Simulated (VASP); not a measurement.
Write the native input for VASP 6.6.1 that does the following.

- Task: relaxation of cell and atoms
- Functional: PBE
- Potentials or basis: VASP PAW PBE potentials, release 64 (Si, C)
- Cutoff: 600 eV
- k mesh: 12 × 12 × 10
- Occupations: gaussian, width 0.1 eV
- Spin: no spin polarisation
- Dipole correction: no
- Further INCAR settings: ALGO = Normal; EDIFF = 1e-06; IBRION = 2; EDIFFG = -0.01; NSW = 100; ISIF = 3

The structure of SiC4 lies in POSCAR:

```
SiC4
1.0
    3.1623547375      0.0000000000      0.0000000000
    0.0000000000      3.1623547375      0.0000000000
    0.0000000000      0.0000000000      3.9562623229
Si C
1 4
Direct
    0.5000000000      0.5000000000      0.0000000000
    0.0000000000      0.5000000000      0.6794483369
    0.5000000000      0.0000000000      0.6794483369
    0.0000000000      0.5000000000      0.3205516631
    0.5000000000      0.0000000000      0.3205516631
```

These files were run (other wordings do the same):

INCAR

```
ALGO = Normal
EDIFF = 1E-6
EDIFFG = -0.01
ENCUT = 600
GGA = PE
IBRION = 2
ISIF = 3
ISMEAR = 0
LASPH = True
LCHARG = False
LREAL = False
LWAVE = False
NELM = 60
NSW = 100
PREC = Accurate
SIGMA = 0.1
```

KPOINTS

```
k-points
0
Gamma
  12 12 10
```

Potentials or basis: VASP PAW PBE potentials, release 64 (Si, C).

Command:

```console
$ cat potpaw_PBE.64/Si/POTCAR potpaw_PBE.64/C/POTCAR > POTCAR
$ mpirun -np 1 vasp_std > vasp.out
```

It gave:

```json
{
 "Relaxed volume": "7.82 Å³/atom",
 "Relaxed cell": "a = 3.140 Å, b = 3.140 Å, c = 3.967 Å, α = 90.00°, β = 90.00°, γ = 90.00°",
 "Space group after relaxing (to 0.05 Å)": "P4/mmm (No. 123)",
 "Energy gained by relaxing": "1.1 meV/atom",
 "Ionic steps": "5",
 "Pressure after relaxing": "0.1 GPa",
 "Largest force after relaxing": "0.009 eV/Å",
 "Band gap on the k mesh": "zero (band 10 reaches 9.74 eV, above the bottom of band 11 at 8.26 eV)"
}
```

Run time: 3.6 min on 1 thread of Intel(R) Xeon(R) Platinum 8259CL CPU @ 2.50GHz (Skylake/Cascade Lake) (shared host), peak memory 0.23 GiB.
